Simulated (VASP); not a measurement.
Set up this calculation in VASP 6.6.1, as the native input.

- Task: single point
- Functional: PBE
- Potentials or basis: VASP PAW PBE potentials, release 64 (Cd)
- Cutoff: 400 eV
- k mesh: 16 × 16 × 7
- Occupations: fermi-dirac, width 0.05 eV
- Spin: no spin polarisation
- Dipole correction: no
- k mesh for the DOS: 24 × 24 × 11
- Occupations for the DOS: tetrahedron
- Further INCAR settings: ALGO = Normal; EDIFF = 1e-06

Cd:

```xyz
2
Lattice="2.9789 0.0000 0.0000 -1.4894 2.5798 0.0000 0.0000 0.0000 5.6177" Properties=species:S:1:pos:R:3 pbc="T T T"
Cd    0.0000    1.7199    1.4044
Cd    1.4894    0.8599    4.2132
```

One way to write it, as run:

POSCAR

```
Cd
1.0
    2.9788725081      0.0000000000      0.0000000000
   -1.4894362540      2.5797792666      0.0000000000
    0.0000000000      0.0000000000      5.6176500000
Cd
2
Direct
    0.3333333333      0.6666666667      0.2500000000
    0.6666666667      0.3333333333      0.7500000000
```

INCAR.step1

```
PREC     = Accurate       # precision mode
ENCUT    = 400            # plane-wave cutoff, eV
EDIFF    = 1E-6           # SCF threshold, eV
ISMEAR   = -1             # smearing method
SIGMA    = 0.05           # smearing width, eV
LREAL    = F              # projectors in reciprocal space
LASPH    = T              # aspherical terms in the spheres
NELM     = 120            # most SCF steps
ALGO     = Normal         # electronic algorithm
ISIF     = 2              # what is computed and relaxed
LWAVE    = F              # write WAVECAR
LCHARG   = T              # write CHGCAR
GGA      = PE             # functional
NBANDS   = 19             # bands
GGA_COMPAT= F            
NEDOS    = 2001           # points of the DOS
LORBIT   = 11             # projections on sites
```

KPOINTS.step1

```
Automatic mesh
0
Gamma
  16 16 7
```

INCAR.step2

```
PREC     = Accurate       # precision mode
ENCUT    = 400            # plane-wave cutoff, eV
EDIFF    = 1E-6           # SCF threshold, eV
ISMEAR   = -5             # smearing method
SIGMA    = 0.05           # smearing width, eV
LREAL    = F              # projectors in reciprocal space
LASPH    = T              # aspherical terms in the spheres
NELM     = 120            # most SCF steps
ALGO     = Normal         # electronic algorithm
ISIF     = 2              # what is computed and relaxed
LWAVE    = F              # write WAVECAR
LCHARG   = F              # write CHGCAR
GGA      = PE             # functional
LORBIT   = 11             # projections on sites
NEDOS    = 2001           # points of the DOS
ICHARG   = 11             # starting density
GGA_COMPAT= F
```

KPOINTS.step2

```
Automatic mesh
0
Gamma
  24 24 11
```

Potentials or basis: VASP PAW PBE potentials, release 64 (Cd).

The run is started by

```console
$ cat potpaw_PBE.64/Cd/POTCAR > POTCAR
$ cp INCAR.step1 INCAR
$ cp KPOINTS.step1 KPOINTS
$ mpirun -np 1 vasp_std > vasp.out
$ cp INCAR.step2 INCAR
$ cp KPOINTS.step2 KPOINTS
$ mpirun -np 1 vasp_std > vasp.out
```

It gave:

The valence electrons inside the program's atomic spheres are Cd 10.32.

It took 2.6 min on 1 thread of Intel Xeon 8259CL, with other jobs on the host, peak memory 0.26 GiB.
